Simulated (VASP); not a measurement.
# ZrO (Cmmm) in VASP: single point with PBE0

Aim: the single point of ZrO with PBE0.

Program: VASP 6.6.1. These are calculated values, not measurements. Logs are shortened: lines on timing, memory, paths and dates and some standing lists are left out, and cuts for length are marked.

## Step 1: The cell of the first run

Symmetry: Cmmm, No. 65, orthorhombic system. The conventional cell has a = 3.653 Å, b = 5.838 Å, c = 2.620 Å, α = 90.00°, β = 90.00°, γ = 90.00°. Zr (site symmetry mmm) has 2 O at 1.83 Å within 2.4 Å. O (site symmetry mmm) has 2 Zr at 1.83 Å within 2.4 Å.

## Step 2: Single point, PBE0, non-collinear spin, zero start, spin-orbit coupling

POSCAR

```
ZrO
1.0
    1.8266398600     -2.9188492700      0.0000000000
    1.8266398600      2.9188492700      0.0000000000
    0.0000000000      0.0000000000      2.6199383700
Zr O
1 1
Direct
    0.0000000000      0.0000000000      0.0000000000
    0.5000000000      0.5000000000      0.0000000000
```

INCAR.step1

```
PREC = Accurate
ENCUT = 520
EDIFF = 1E-5
ISMEAR = -1
SIGMA = 0.05
LREAL = F
LASPH = T
NELM = 200
ALGO = Normal
ISIF = 2
LWAVE = T
LCHARG = F
MAGMOM = 0 0 0 0 0 0
LORBIT = 11
LSORBIT = T
GGA_COMPAT = F
LORBMOM = T
LMAXMIX = 4
GGA = PE
NBANDS = 30
KPAR = 4
```

INCAR.step2

```
PREC = Accurate
ENCUT = 520
EDIFF = 1E-6
ISMEAR = -1
SIGMA = 0.05
LREAL = F
LASPH = T
NELM = 200
ALGO = Normal
ISIF = 2
LWAVE = F
LCHARG = F
MAGMOM = 0 0 0 0 0 0
LORBIT = 11
LSORBIT = T
GGA_COMPAT = F
LORBMOM = T
LMAXMIX = 4
GGA = PE
LHFCALC = T
AEXX = 0.25
PRECFOCK = Normal
ISTART = 1
NBANDS = 30
KPAR = 4
```

KPOINTS

```
regular mesh
0
Gamma
  4 4 4
```

Potentials or basis: VASP PAW PBE potentials, release 64 (Zr_sv, O).

Launch:

```console
> cat potpaw_PBE.64/Zr_sv/POTCAR potpaw_PBE.64/O/POTCAR > POTCAR
> cp INCAR.step1 INCAR
> mpirun -np 4 vasp_ncl > vasp.out
> cp INCAR.step2 INCAR
> mpirun -np 4 vasp_ncl > vasp.out
```

OUTCAR:

```text
PREC = Accurate
   ENCUT = 520
   EDIFF = 1E-6
   ISMEAR = -1
   LREAL = F
   LASPH = T
   NELM = 200
   ISIF = 2
   LORBIT = 11
   LSORBIT = T
   GGA = PE
   LHFCALC = T
   AEXX = 0.25
   PRECFOCK = Normal
   ISTART = 1

 ion  position               nearest neighbor table
   1  0.000  0.000  0.000-   2 1.83   2 1.83   2 2.92   2 2.92
   2  0.500  0.500  0.000-   1 1.83   1 1.83   1 2.92   1 2.92

  LATTYP: Found a base centered orthorhombic cell.
 ALAT       =     3.6532797200
 B/A-ratio  =     1.5979336343
 C/A-ratio  =     0.7171469394

  Lattice vectors:

 A1 = (   1.8266398600,  -2.9188492700,   0.0000000000)
 A2 = (   1.8266398600,   2.9188492700,   0.0000000000)
 A3 = (   0.0000000000,   0.0000000000,   2.6199383700)

Analysis of symmetry for initial positions (statically):
=====================================================================
 Subroutine PRICEL returns:
 Original cell was already a primitive cell.

 Routine SETGRP: Setting up the symmetry group for a
 base centered orthorhombic supercell.

 Subroutine GETGRP returns: Found  8 space group operations
 (whereof  8 operations were pure point group operations)
 out of a pool of  8 trial point group operations.

The static configuration has the point symmetry D_2h.

Analysis of symmetry for dynamics (positions and initial velocities):
=====================================================================
 Subroutine PRICEL returns:
 Original cell was already a primitive cell.

 Routine SETGRP: Setting up the symmetry group for a
 base centered orthorhombic supercell.

 Subroutine GETGRP returns: Found  8 space group operations
 (whereof  8 operations were pure point group operations)
 out of a pool of  8 trial point group operations.

The dynamic configuration has the point symmetry D_2h.

Analysis of structural, dynamic, and magnetic symmetry:
=====================================================================
 Subroutine PRICEL returns:
 Original cell was already a primitive cell.

 Routine SETGRP: Setting up the symmetry group for a
 base centered orthorhombic supercell.

 Subroutine GETGRP returns: Found  8 space group operations
 (whereof  8 operations were pure point group operations)
 out of a pool of  8 trial point group operations.

The overall configuration has the point symmetry D_2h.

 Subroutine INISYM returns: Found  8 space group operations
 (whereof  8 operations are pure point group operations),
 and found     1 'primitive' translations

----------------------------------------------------------------------------------------

                                     Primitive cell

  volume of cell :      27.9374

  direct lattice vectors                    reciprocal lattice vectors
     1.826639860 -2.918849270  0.000000000     0.273726645 -0.171300384  0.000000000
     1.826639860  2.918849270  0.000000000     0.273726645  0.171300384  0.000000000
     0.000000000  0.000000000  2.619938370     0.000000000  0.000000000  0.381688368

  length of vectors
     3.443297001  3.443297001  2.619938370     0.322908807  0.322908807  0.381688368

  position of ions in fractional coordinates (direct lattice)
     0.000000000  0.000000000  0.000000000
     0.500000000  0.500000000  0.000000000

  ion indices of the primitive-cell ions
   primitive index   ion index
                 1           1
                 2           2

----------------------------------------------------------------------------------------

 KPOINTS: regular mesh

Automatic generation of k-mesh.
 Grid dimensions read from file:
 generate k-points for:    4    4    4

 Generating k-lattice:

[... 100 lines left out ...]
  NGX = 20; NGY = 20; NGZ = 16

 number of electron      18.0000001 magnetization      -0.0000000     -0.0000000     -0.0000000

 number of electron      18.0000001 magnetization       0.0000000      0.0000000      0.0000000

 number of electron      18.0000001 magnetization      -0.0000000     -0.0000000      0.0000000

 number of electron      18.0000001 magnetization       0.0000000     -0.0000000      0.0000000

 Free energy of the ion-electron system (eV)
  ---------------------------------------------------
  ext. energy  EPLUGINS =         0.00000000
  ---------------------------------------------------
  free energy    TOTEN  =       -19.84390671 eV

  energy without entropy =      -19.84021532  energy(sigma->0) =      -19.84206102

 E-fermi :   9.0260     XC(G=0):  -8.9610

 val. band max:        8.9696660764   @ k =   0.2500  -0.0000   0.2500
 cond. band min:       9.6227593032   @ k =   0.0000   0.0000   0.5000
 fundamental gap:      0.6530932269
 Fermi energy:         9.0259818640

 k-point     1 :       0.0000    0.0000    0.0000
  band No.  band energies     occupation
      1     -43.9702      1.00000
      2     -43.9702      1.00000
      3     -21.8808      1.00000
      4     -21.8808      1.00000
      5     -20.1943      1.00000
      6     -20.1943      1.00000
[... 682 lines left out ...]
     29      21.4245      0.00000
     30      21.4245      0.00000

------------------------ aborting loop because EDIFF is reached ----------------------------------------

  FORCE on cell =-STRESS in cart. coord.  units (eV):
  Direction    XX          YY          ZZ          XY          YZ          ZX
  --------------------------------------------------------------------------------------
  -------------------------------------------------------------------------------------
  Total       22.7966851      0.2333976      6.9937295      0.0000000      0.0000000      0.0000000
  in kB     1307.3642726     13.3850895    401.0825258      0.0000000      0.0000000      0.0000000
  external PRESSURE =     573.9439626 kB  Pullay stress =       0.0000000 kB

 VOLUME and BASIS-vectors are now :
 -----------------------------------------------------------------------------
  energy-cutoff  :      520.00
  volume of cell :       27.94
      direct lattice vectors                 reciprocal lattice vectors
     1.826639860 -2.918849270  0.000000000     0.273726645 -0.171300384  0.000000000
     1.826639860  2.918849270  0.000000000     0.273726645  0.171300384  0.000000000
     0.000000000  0.000000000  2.619938370     0.000000000  0.000000000  0.381688368

 POSITION                                       TOTAL-FORCE (eV/Angst)
 -----------------------------------------------------------------------------------
      0.00000      0.00000      0.00000        -0.000000     -0.000000      0.000000
      1.82664      0.00000      0.00000         0.000000      0.000000      0.000000
 -----------------------------------------------------------------------------------
    total drift:                                0.000000      0.000000      0.000000

  FREE ENERGIE OF THE ION-ELECTRON SYSTEM (eV)
  ---------------------------------------------------
  free  energy   TOTEN  =       -19.8439067064 eV

  energy  without entropy=      -19.8402153237  energy(sigma->0) =      -19.84206102

 orbital moment (x)

 # of ion     p       d       tot
 ----------------------------------------
  1        -0.000  -0.000  -0.000
  2         0.000   0.000   0.000
 ----------------------------------------
            0.000  -0.000  -0.000

 orbital moment (y)

 # of ion     p       d       tot
 ----------------------------------------
  1        -0.000  -0.000  -0.000
  2         0.000   0.000   0.000
 ----------------------------------------
            0.000  -0.000  -0.000

 orbital moment (z)

 # of ion     p       d       tot
 ----------------------------------------
  1         0.000  -0.000  -0.000
  2         0.000   0.000   0.000
 ----------------------------------------
            0.000  -0.000  -0.000

 Spin-Orbit-Coupling matrix elements

 Ion:    1  E_soc:     -0.1437222
 l=   1
     0.0000000    -0.0230438    -0.0227714
    -0.0230438     0.0000000    -0.0238488
    -0.0227714    -0.0238488     0.0000000
 l=   2
     0.0000000    -0.0001553     0.0000000    -0.0000569    -0.0003088
    -0.0001553     0.0000000    -0.0005503    -0.0005155    -0.0002434
     0.0000000    -0.0005503     0.0000000    -0.0002956     0.0000000
    -0.0000569    -0.0005155    -0.0002956     0.0000000    -0.0000714
    -0.0003088    -0.0002434     0.0000000    -0.0000714     0.0000000
 l=   3
     0.0000000     0.0000000     0.0000000     0.0000000     0.0000000     0.0000000     0.0000000
     0.0000000     0.0000000     0.0000000     0.0000000     0.0000000     0.0000000     0.0000000
     0.0000000     0.0000000     0.0000000     0.0000000     0.0000000     0.0000000     0.0000000
     0.0000000     0.0000000     0.0000000     0.0000000     0.0000000     0.0000000     0.0000000
     0.0000000     0.0000000     0.0000000     0.0000000     0.0000000     0.0000000     0.0000000
     0.0000000     0.0000000     0.0000000     0.0000000     0.0000000     0.0000000     0.0000000
     0.0000000     0.0000000     0.0000000     0.0000000     0.0000000     0.0000000     0.0000000

 Ion:    2  E_soc:     -0.0003425
 l=   1
     0.0000000     0.0000038    -0.0000815
     0.0000038     0.0000000    -0.0000935
    -0.0000815    -0.0000935     0.0000000
 l=   2
     0.0000000     0.0000000     0.0000000     0.0000000     0.0000000
     0.0000000     0.0000000     0.0000000     0.0000000     0.0000000
     0.0000000     0.0000000     0.0000000     0.0000000     0.0000000
     0.0000000     0.0000000     0.0000000     0.0000000     0.0000000
     0.0000000     0.0000000     0.0000000     0.0000000     0.0000000
 l=   3
     0.0000000     0.0000000     0.0000000     0.0000000     0.0000000     0.0000000     0.0000000
     0.0000000     0.0000000     0.0000000     0.0000000     0.0000000     0.0000000     0.0000000
     0.0000000     0.0000000     0.0000000     0.0000000     0.0000000     0.0000000     0.0000000
     0.0000000     0.0000000     0.0000000     0.0000000     0.0000000     0.0000000     0.0000000
     0.0000000     0.0000000     0.0000000     0.0000000     0.0000000     0.0000000     0.0000000
     0.0000000     0.0000000     0.0000000     0.0000000     0.0000000     0.0000000     0.0000000
     0.0000000     0.0000000     0.0000000     0.0000000     0.0000000     0.0000000     0.0000000

 total charge

# of ion       s       p       d       tot
------------------------------------------
    1        2.235   6.052   2.032  10.319
    2        1.618   3.614   0.000   5.232
--------------------------------------------------
tot          3.853   9.666   2.032  15.551

 magnetization (x)

# of ion       s       p       d       tot
------------------------------------------
    1        0.000   0.000   0.000   0.000
    2        0.000   0.000   0.000   0.000
--------------------------------------------------
tot          0.000   0.000   0.000   0.000

 magnetization (y)

# of ion       s       p       d       tot
------------------------------------------
    1        0.000   0.000   0.000   0.000
    2        0.000   0.000   0.000   0.000
--------------------------------------------------
tot          0.000   0.000   0.000   0.000

 magnetization (z)

# of ion       s       p       d       tot
------------------------------------------
    1        0.000  -0.000   0.000  -0.000
    2        0.000   0.000   0.000   0.000
--------------------------------------------------
tot          0.000  -0.000   0.000  -0.000
```

Run time: 20 min. Hardware: 4 MPI ranks of Intel Xeon 6975P-C (Granite Rapids), shared host; peak memory 0.23 GiB.

What came out:

```
Free energy                                           : -19.8439 eV
Pressure                                              : 57.4 GPa
Net moment                                            : 0.00 μB per cell
Valence electrons inside the program's atomic spheres : Zr 10.32; O 5.23
```

Moments on the atoms (μB; x, y, z):
```
Zr  0.00 0.00 0.00
O   0.00 0.00 0.00
```

Caveat: the k points lie up to 0.60 Å⁻¹ apart; the PAW data sets were made with another functional, which shifts forces and pressure a little.
